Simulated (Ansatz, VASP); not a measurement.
# W: VASP beside Ansatz

Contents of INCAR:

```
ALGO = Fast
EDIFF = 1E-6
ENCUT = 520
GGA = PS
ISIF = 2
ISMEAR = 0
LASPH = T
LCHARG = F
LREAL = F
LWAVE = F
NBANDS = 13
NELM = 100
PREC = Accurate
SIGMA = 0.15
```

KPOINTS

```
k-points
0
Gamma
  20 20 20
```

POSCAR

```
W
1.0
   -1.5613607500      1.5973000000      1.5613607500
    1.6332392500     -1.5973000000      1.6332392500
    1.5613607500      1.5973000000     -1.5613607500
W
1
Direct
    0.0000000000      0.0000000000      0.0000000000
```

Input for Ansatz:

```yaml
crystal:
  lattice:
    - [-1.56136075, 1.5973, 1.56136075]
    - [1.63323925, -1.5973, 1.63323925]
    - [1.56136075, 1.5973, -1.56136075]
  atoms:
    - { symbol: W, position: [0.0, 0.0, 0.0] }
basis:
  ecutwfc: 420
kpoints:
  mp_grid: { grid: [20, 20, 20] }
hamiltonian:
  xc: pbesol
scf:
  occupations: { method: gaussian, width: 0.15 }
output:
  forces: true
  stress: true
  eigenvalues: true
  write_density: true
  write_potential: true
  elf: true
  volumetric_format: npy
```

Change from the starting cell: strain +0.0450 x Voigt [0, 0, 0, 0, 1, 0], atoms carried along.

Alike in both runs: task single point; functional PBEsol; k mesh 20 × 20 × 20; occupations gaussian, width 0.15 eV; no spin polarisation.

|  | VASP | Ansatz |
| --- | --- | --- |
| version | VASP 6.6.1 | Ansatz 0.2.0 |
| potentials or method | VASP PAW PBE potentials, release 64 (W_sv), cutoff 520 eV | scalar-relativistic, plane waves, PAW |
| valence electrons in the cell | 14 | 14 |

VASP gave:

| Property | Result |
| --- | --- |
| gap on the k mesh at the Fermi level (eV) | none |
| pressure (GPa) | -10.5 |
| traceless stress, the component that is largest in VASP (GPa) | -6.20 |

Q: Which values does Ansatz return?

A: gap on the k mesh at the Fermi level (eV): none; pressure (GPa): -10.9; traceless stress, the component that is largest in VASP (GPa): -6.10.

VASP's potentials were made for PBE, not for PBEsol. A gap of «none» marks a metal or a gap that the smearing closes. With one functional, cell and mesh, what is left measures potentials, basis and numerics.

Neither program's run includes spin-orbit coupling.
